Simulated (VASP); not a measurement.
Set up this calculation in VASP 6.6.1, as the native input.

```yaml
Task: relaxation of cell and atoms
Functional: PBEsol-based screened hybrid with 25 % exact exchange
Potentials_or_basis: VASP PAW PBE potentials, release 64 (Ta_pv, Te)
Cutoff: 600 eV
k_mesh: 4 × 4 × 4
Occupations: fermi-dirac, width 0.05 eV
Spin: no spin polarisation
Dipole_correction: no
Grid_for_exact_exchange_PRECFOCK: Normal
Share_of_exact_exchange: 0.25
Further_INCAR_settings: ALGO = Normal; EDIFF = 1e-06; IBRION = 2; EDIFFG = -0.01; NSW = 60; ISIF = 3
Screening_parameter: 0.207 1/Å
```

The system is TaTe.

```
CELL_PARAMETERS angstrom
3.42009 0.00000 0.00000
0.00000 3.42009 0.00000
0.00000 0.00000 3.42009
ATOMIC_POSITIONS crystal
Ta 0.50000 0.50000 0.50000
Te 0.00000 0.00000 0.00000
```

These files were run (other wordings do the same):

POSCAR

```
TaTe
1.0
    3.4200900000      0.0000000000      0.0000000000
    0.0000000000      3.4200900000      0.0000000000
    0.0000000000      0.0000000000      3.4200900000
Ta Te
1 1
Direct
    0.5000000000      0.5000000000      0.5000000000
    0.0000000000      0.0000000000      0.0000000000
```

INCAR.step1

```
SYSTEM = TaTe
PREC = Accurate
ENCUT = 600
EDIFF = 1E-5
ISMEAR = -1
SIGMA = 0.05
LREAL = .FALSE.
LASPH = .TRUE.
NELM = 80
ALGO = Normal
LWAVE = .TRUE.
LCHARG = .FALSE.
GGA = PE
NBANDS = 16
```

INCAR.step2

```
SYSTEM = TaTe
PREC = Accurate
ENCUT = 600
EDIFF = 1E-6
ISMEAR = -1
SIGMA = 0.05
LREAL = .FALSE.
LASPH = .TRUE.
NELM = 80
ALGO = Normal
ISIF = 3
LWAVE = .FALSE.
LCHARG = .FALSE.
GGA = PS
LHFCALC = .TRUE.
AEXX = 0.25
HFSCREEN = 0.207
PRECFOCK = Normal
IBRION = 2
NSW = 60
EDIFFG = -0.01
ISTART = 1
```

KPOINTS

```
regular mesh
0
G
  4 4 4
  0 0 0
```

Potentials or basis: VASP PAW PBE potentials, release 64 (Ta_pv, Te).

Launch:

```sh
$ cat potpaw_PBE.64/Ta_pv/POTCAR potpaw_PBE.64/Te/POTCAR > POTCAR
$ cp INCAR.step1 INCAR
$ mpirun -np 1 vasp_std > vasp.out
$ cp INCAR.step2 INCAR
$ mpirun -np 1 vasp_std > vasp.out
```

It gave:

```yaml
Relaxed_volume: 18.90 Å³/atom
Relaxed_cell: a = 3.356 Å, b = 3.356 Å, c = 3.356 Å, α = 90.00°, β = 90.00°, γ = 90.00°
Space_group_after_relaxing_to_0.1_Å: Pm-3m (No. 221)
Energy_gained_by_relaxing: 31.0 meV/atom
Ionic_steps: 6
Pressure_after_relaxing: -0.1 GPa
Band_gap_on_the_k_mesh: zero (an odd number of electrons rules out a gap without spin polarisation)
```

Caveat: the k points lie up to 0.47 Å⁻¹ apart in the final cell, too coarse for converged energies and pressures of a metal; the PAW data sets were made with another functional, which shifts forces and pressure a little; spin-orbit coupling is left out, which moves the levels of the heavy elements; an odd number of electrons without spin polarisation forces a metal; a magnetic or distorted state may lie lower.

It took 45 min on 1 thread of Intel(R) Xeon(R) Platinum 8488C (Sapphire Rapids), on a shared host, peak memory 0.29 GiB.
